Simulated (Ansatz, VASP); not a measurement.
# One calculation of InO, two programs

INCAR

```
SYSTEM = InO
PREC = Accurate
ENCUT = 520
EDIFF = 1E-6
ISMEAR = 0
SIGMA = 0.05
LREAL = .False.
LASPH = .True.
NELM = 80
ALGO = Normal
ISIF = 2
LWAVE = .False.
LCHARG = .True.
GGA = PE
IVDW = 12
LELF = .True.
LVHAR = .True.
NBANDS = 27
```

File KPOINTS:

```
Automatic mesh
0
Gamma
  12 12 2
  0 0 0
```

Contents of POSCAR:

```
InO
1.0
    3.5155277671      0.0000000000      0.0000000000
   -1.7577638836      3.0445363540      0.0000000000
    0.0000000000      0.0000000000     16.6446233437
In O
2 2
Direct
    0.6666666667      0.3333333333      0.5895266171
    0.6666666667      0.3333333333      0.4104733829
    0.0000000000      0.0000000000      0.6398766429
    0.0000000000      0.0000000000      0.3601233571
```

Input for Ansatz:

```yaml
crystal:
  lattice:
    - [3.5155277671, 0.0, 0.0]
    - [-1.7577638836, 3.044536354, 0.0]
    - [0.0, 0.0, 16.6446233437]
  atoms:
    - { symbol: In, position: [0.6666666667, 0.3333333333, 0.5895266171] }
    - { symbol: In, position: [0.6666666667, 0.3333333333, 0.4104733829] }
    - { symbol: O, position: [0.0, 0.0, 0.6398766429] }
    - { symbol: O, position: [0.0, 0.0, 0.3601233571] }
basis:
  ecutwfc: 420
kpoints:
  mp_grid: { grid: [12, 12, 2] }
hamiltonian:
  xc: pbe
  dispersion: d3bj
scf:
  occupations: { method: gaussian, width: 0.05 }
output:
  forces: true
  stress: true
  eigenvalues: true
  write_density: true
  write_potential: true
  elf: true
  volumetric_format: npy
```

Change from the starting cell: strain +0.025 along x and y, +0.050 along z, atoms carried along.

Alike in both runs: task single point; functional PBE; dispersion D3(BJ); k mesh 12 × 12 × 2; occupations gaussian, width 0.05 eV; no spin polarisation.

```csv
,VASP,Ansatz
version,VASP 6.6.1,Ansatz 0.2.0
potentials or method,"VASP PAW PBE potentials, release 64 (In_d, O), cutoff 520 eV","scalar-relativistic, plane waves, PAW"
valence electrons in the cell,38,38
```

Ansatz gave:

* gap on the k mesh at the Fermi level (eV): 0.29
* least direct gap on the mesh (eV): 0.92
* rms of the force components (eV/Å): 0.294

Task: Estimate VASP's values.

Result: gap on the k mesh at the Fermi level (eV): 0.28; least direct gap on the mesh (eV): 0.91; rms of the force components (eV/Å): 0.280.

Atom by atom the forces differ by 0.016 eV/Å (rms over components). Ansatz's warnings: xc potential rough in thin density.
